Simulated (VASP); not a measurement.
**RuBr: relaxation of cell and atoms with PBE**

The system is RuBr.

```
Ru Br
1.0
     1.55314    0.89671    4.94705
    -1.55314    0.89671    4.94705
     0.00000   -1.79342    4.94705
Ru Br
1 1
Direct
  0.00000 0.00000 0.00000
  0.50000 0.50000 0.50000
```

```yaml
Program: VASP 6.6.1
Task: relaxation of cell and atoms
Functional: PBE
Potentials_or_basis: VASP PAW PBE potentials, release 64 (Ru_pv, Br)
Cutoff: 600 eV
k_mesh: 6 × 6 × 6
Occupations: gaussian, width 0.1 eV
Spin: collinear spin, ferromagnetic start
Starting_moments: "[2.11, 0.12] μB"
Dipole_correction: no
Further_INCAR_settings: ALGO = Normal; EDIFF = 1e-06; IBRION = 2; EDIFFG = -0.04; NSW = 90; ISIF = 3
```

| Property | Result |
| --- | --- |
| Relaxed volume | 16.99 Å³/atom |
| Relaxed cell | a = 4.370 Å, b = 4.370 Å, c = 4.370 Å, α = 42.12°, β = 42.12°, γ = 42.12° |
| Space group after relaxing (to 0.1 Å) | R-3m (No. 166) |
| Pressure after relaxing | 0.0 GPa |
| Net moment | 0.00 μB per cell |
| Valence electrons inside the program's atomic spheres | Ru 12.43; Br 4.84 |

Stress tensor (GPa, compression positive):
```
 0.07  0.00  0.00
 0.00  0.07  0.00
 0.00  0.00 -0.06
```

Final structure:
```
CELL_PARAMETERS angstrom
1.57047 0.90671 3.97626
-1.57047 0.90671 3.97626
0.00000 -1.81343 3.97626
ATOMIC_POSITIONS crystal
Ru 0.00000 0.00000 0.00000
Br 0.50000 0.50000 0.50000
```

Levels at points of the mesh, in eV from the Fermi level:
Spin up:
```csv
k point,band 7,band 8,band 9,band 10,band 11,band 12,band 13,band 14,band 15
"(0.00, 0.00, 0.00)",-1.75,-1.75,-1.71,-1.71,-0.97,-0.97,1.36,8.46,11.67
"(0.50, 0.00, 0.00)",-4.52,-2.63,0.46,0.87,1.44,1.94,2.45,5.16,7.39
"(0.50, 0.50, 0.00)",-3.53,-3.25,-1.87,-1.29,-0.74,0.48,4.00,6.65,7.44
"(0.50, 0.50, 0.50)",-3.43,-2.43,-1.02,-1.02,1.16,1.16,5.84,6.67,9.66
```
Spin down:
```tsv
k point	band 8	band 9	band 10	band 11	band 12	band 13	band 14	band 15
(0.00, 0.00, 0.00)	-1.75	-1.71	-1.71	-0.97	-0.97	1.36	8.46	11.67
(0.50, 0.00, 0.00)	-2.63	0.46	0.87	1.44	1.94	2.45	5.16	7.39
(0.50, 0.50, 0.00)	-3.25	-1.87	-1.29	-0.74	0.48	4.00	6.65	7.44
(0.50, 0.50, 0.50)	-2.43	-1.02	-1.02	1.16	1.16	5.84	6.67	9.66
```

It took 8.3 min on 1 thread of Intel(R) Xeon(R) Platinum 8488C (Sapphire Rapids), on a shared host, peak memory 0.36 GiB.

Caveat: the k points lie up to 0.39 Å⁻¹ apart in the final cell; the volume moved by over 15 % at a fixed basis, so the end points are rough.
